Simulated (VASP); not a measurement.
# Si in VASP: single point with PBE

Aim: the single point of Si with PBE.

Everything below comes from runs of VASP 6.6.1. Logs are shortened: lines on timing, memory, paths and dates and some standing lists are left out, and cuts for length are marked.

**1. The cell of the first run**

The typed cell holds 8 atoms: a = 5.462 Å, b = 5.469 Å, c = 5.469 Å, α = 90.00°, β = 90.00°, γ = 90.00°.

The cell was generated, and may not be a known phase.

**2. Single point, PBE**

File INCAR:

```
PREC = Accurate
ENCUT = 520
EDIFF = 1E-7
ISMEAR = 0
SIGMA = 0.1
LREAL = F
LASPH = T
NELM = 80
ALGO = Normal
ISIF = 2
LWAVE = F
LCHARG = F
GGA = PE
NBANDS = 26
```

File KPOINTS:

```
regular mesh
0
Gamma
  6 4 4
```

File POSCAR:

```
Si
1.0
    5.4619496400      0.0000000000      0.0000000000
    0.0000000000      5.4690715239      0.0000000000
    0.0000000000      0.0000000000      5.4688748983
Si
8
Direct
    0.7500046697      0.7500047586      0.2499864387
    0.2499953303      0.2500047586      0.2500135613
    0.2500046697      0.7499952414      0.7500135613
    0.7499953303      0.2499952414      0.7499864387
    0.9999935394      0.4999846387      0.9999974728
    0.0000064606      0.9999846387      0.5000025272
    0.4999935394      0.0000153613      0.0000025272
    0.5000064606      0.5000153613      0.4999974728
```

Potentials or basis: VASP PAW PBE potentials, release 64 (Si).

Started as:

```
cat potpaw_PBE.64/Si/POTCAR > POTCAR
mpirun -np 1 vasp_std > vasp.out
```

OUTCAR:

```text
PREC = Accurate
   ENCUT = 520
   EDIFF = 1E-7
   ISMEAR = 0
   LREAL = F
   LASPH = T
   NELM = 80
   ISIF = 2
   GGA = PE

 ion  position               nearest neighbor table
   1  0.750  0.750  0.250-   6 2.37   5 2.37   8 2.37   7 2.37
   2  0.250  0.250  0.250-   5 2.37   6 2.37   7 2.37   8 2.37
   3  0.250  0.750  0.750-   8 2.37   7 2.37   6 2.37   5 2.37
   4  0.750  0.250  0.750-   7 2.37   8 2.37   5 2.37   6 2.37
   5  1.000  0.500  1.000-   2 2.37   1 2.37   4 2.37   3 2.37
   6  0.000  1.000  0.500-   1 2.37   2 2.37   3 2.37   4 2.37
   7  0.500  0.000  0.000-   4 2.37   3 2.37   2 2.37   1 2.37
   8  0.500  0.500  0.500-   3 2.37   4 2.37   1 2.37   2 2.37

  LATTYP: Found a simple orthorhombic cell.
 ALAT       =     5.4619496400
 B/A-ratio  =     1.0012679096
 C/A-ratio  =     1.0013039087

  Lattice vectors:

 A1 = (  -5.4619496400,   0.0000000000,   0.0000000000)
 A2 = (   0.0000000000,   0.0000000000,   5.4688748983)
 A3 = (   0.0000000000,   5.4690715239,   0.0000000000)

Analysis of symmetry for initial positions (statically):
=====================================================================
 Subroutine PRICEL returns:
 Original cell was already a primitive cell.

 Routine SETGRP: Setting up the symmetry group for a
 simple orthorhombic supercell.

 Subroutine GETGRP returns: Found  4 space group operations
 (whereof  1 operations were pure point group operations)
 out of a pool of  8 trial point group operations.

The static configuration has the point symmetry C_1 .
 The point group associated with its full space group is D_2 .

Analysis of symmetry for dynamics (positions and initial velocities):
=====================================================================
 Subroutine PRICEL returns:
 Original cell was already a primitive cell.

 Routine SETGRP: Setting up the symmetry group for a
 simple orthorhombic supercell.

 Subroutine GETGRP returns: Found  4 space group operations
 (whereof  1 operations were pure point group operations)
 out of a pool of  8 trial point group operations.

The dynamic configuration has the point symmetry C_1 .
 The point group associated with its full space group is D_2 .

 Subroutine INISYM returns: Found  4 space group operations
 (whereof  1 operations are pure point group operations),
 and found     1 'primitive' translations
[... 109 lines left out ...]
   EDIFFG = 0.1E-05   stopping-criterion for IOM
   NSW    =      0    number of steps for IOM
   IBRION =     -1    ionic relax: 0-MD 1-quasi-New 2-CG
   NFREE  =      0    steps in history (QN), initial steepest desc. (CG)
   ISIF   =      2    stress and relaxation
   ISYM   =      2    0-nonsym 1-usesym 2-fastsym
   POTIM  = 0.5000    time-step for ionic-motion
   TEBEG  =    0.0;   TEEND  =   0.0 temperature during run
   PSTRESS=    0.0 pullay stress
   NELECT =      32.0000    total number of electrons
   NUPDOWN=      -1.0000    fix difference up-down
   EMIN   =  10.00;   EMAX   =-10.00  energy-range for DOS
   EFERMI =   0.00;   METHOD = LEGACY
   ISMEAR =     0;   SIGMA  =   0.10  broadening in eV -4-tet -1-fermi 0-gaus
   EFERMI_NEDOS =   21; number of points for ismear=-14 and -15
   IALGO  =     38    algorithm
   IMIX   =      4    mixing-type and parameters
     AMIX     =   0.40;   BMIX     =  1.00
     AMIX_MAG =   1.60;   BMIX_MAG =  1.00
  volume/ion in A,a.u.               =      20.42       137.81
  Fermi-wavevector in a.u.,A,eV,Ry     =   0.950762  1.796679 12.298959  0.903948
  Thomas-Fermi vector in A             =   2.079169
   LORBIT       =      0    0 simple, 1 ext, 2 COOP (PROOUT), +10 PAW based schemes
   GGA     = PE    functional components
   LHFCALC =     F    Hartree Fock is set to
   AEXX    =    0.0000 exact exchange contribution
   IVDW    =     0    specifies the selected vdW correction
   LEPSILON=     F    determine dielectric tensor
   LRPA    =     F    only Hartree local field effects (RPA)
 non-spin polarized calculation
 Gauss-broadening in eV      SIGMA  =   0.10
  energy-cutoff  :      520.00
  volume of cell :      163.37
 maximum number of plane-waves:      4428
 NGX is ok and might be reduce to    42
   NGX = 21   NGY = 21   NGZ = 21

 number of electron      31.9999994 magnetization

 Free energy of the ion-electron system (eV)
  ---------------------------------------------------
  ext. energy  EPLUGINS =         0.00000000
  ---------------------------------------------------
  free energy    TOTEN  =       -43.39136908 eV

  energy without entropy =      -43.39136871  energy(sigma->0) =      -43.39136890

 E-fermi :   5.9315     XC(G=0):  -9.3313

 val. band max:        5.6341635069   @ k =   0.0000   0.0000   0.0000
 cond. band min:       6.2286124458   @ k =   0.1667   0.0000   0.0000
 fundamental gap:      0.5944489388
 Fermi energy:         5.9314582665

 k-point     1 :       0.0000    0.0000    0.0000
  band No.  band energies     occupation
      1      -6.1943      2.00000
      2      -2.1242      2.00000
      3      -2.1242      2.00000
      4      -2.1240      2.00000
      5      -2.1240      2.00000
      6      -2.1167      2.00000
[... 685 lines left out ...]
     25       9.4940      0.00000
     26       9.4941      0.00000

 [... further k-points ...]

------------------------ aborting loop because EDIFF is reached ----------------------------------------

  FORCE on cell =-STRESS in cart. coord.  units (eV):
  Direction    XX          YY          ZZ          XY          YZ          ZX
  --------------------------------------------------------------------------------------
  -------------------------------------------------------------------------------------
  Total        0.1586681      0.0804220      0.0839681      0.0000000      0.0000000      0.0000000
  in kB        1.5561125      0.7887257      0.8235043      0.0000000      0.0000000      0.0000000
  external PRESSURE =       1.0561142 kB  Pullay stress =       0.0000000 kB

 VOLUME and BASIS-vectors are now :
 -----------------------------------------------------------------------------
  energy-cutoff  :      520.00
  volume of cell :      163.37
      direct lattice vectors                 reciprocal lattice vectors
     5.461949640  0.000000000  0.000000000     0.183084808  0.000000000  0.000000000
     0.000000000  5.469071524  0.000000000     0.000000000  0.182846393  0.000000000
     0.000000000  0.000000000  5.468874898     0.000000000  0.000000000  0.182852967

 POSITION                                       TOTAL-FORCE (eV/Angst)
 -----------------------------------------------------------------------------------
      4.09649      4.10183      1.36714        -0.000165      0.000028      0.000073
      1.36546      1.36729      1.36729         0.000165      0.000028     -0.000073
      1.36551      4.10178      4.10173        -0.000165     -0.000028     -0.000073
      4.09644      1.36724      4.10158         0.000165     -0.000028      0.000073
      5.46191      2.73445      5.46886         0.000163      0.000272     -0.000078
      0.00004      5.46899      2.73445        -0.000163      0.000272      0.000078
      2.73094      0.00008      0.00001         0.000163     -0.000272      0.000078
      2.73101      2.73462      2.73442        -0.000163     -0.000272     -0.000078
 -----------------------------------------------------------------------------------
    total drift:                               -0.000000     -0.000000     -0.000000

  FREE ENERGIE OF THE ION-ELECTRON SYSTEM (eV)
  ---------------------------------------------------
  free  energy   TOTEN  =       -43.3913690833 eV

  energy  without entropy=      -43.3913687143  energy(sigma->0) =      -43.39136890
```

stdout:

```text
POSCAR found type information on POSCAR Si
 POSCAR found :  1 types and       8 ions
 scaLAPACK will be used
 LDA part: xc-table for (Slater+PW92), standard interpolation
 POSCAR, INCAR and KPOINTS ok, starting setup
 FFT: planning ... GRIDC
 FFT: planning ... GRID_SOFT
 FFT: planning ... GRID
 WAVECAR not read
 entering main loop
```

Wall time 59 s (1 thread of Intel Xeon 6975P-C (Granite Rapids), shared host); peak memory 0.29 GiB.

Results:

| Quantity | Value |
| --- | --- |
| Free energy | -43.3914 eV |
| Pressure | 0.1 GPa |
| Band gap on the k mesh | 0.59 eV |

Levels at points of the mesh, in eV from the valence-band top:
```csv
k point,band 14,band 15,band 16,band 17,band 18,band 19
"(0.00, 0.00, 0.00)",-0.01,-0.01,0.00,0.74,0.74,0.75
"(0.50, 0.00, 0.00)",-1.86,-1.86,-1.86,1.14,1.14,3.13
"(0.00, 0.50, 0.00)",-1.86,-1.85,-1.85,1.15,1.15,3.13
"(0.50, 0.50, 0.00)",-1.31,-1.31,-1.31,2.44,2.44,2.44
"(0.00, 0.00, 0.50)",-1.86,-1.85,-1.85,1.15,1.15,3.13
"(0.50, 0.00, 0.50)",-1.31,-1.31,-1.31,2.44,2.44,2.44
"(0.00, 0.50, 0.50)",-1.32,-1.32,-1.32,2.42,2.42,2.42
"(0.50, 0.50, 0.50)",-1.18,-1.18,-1.18,1.46,1.46,1.46
```

Caveat: semilocal functionals underestimate gaps, and a narrow one can read as zero.
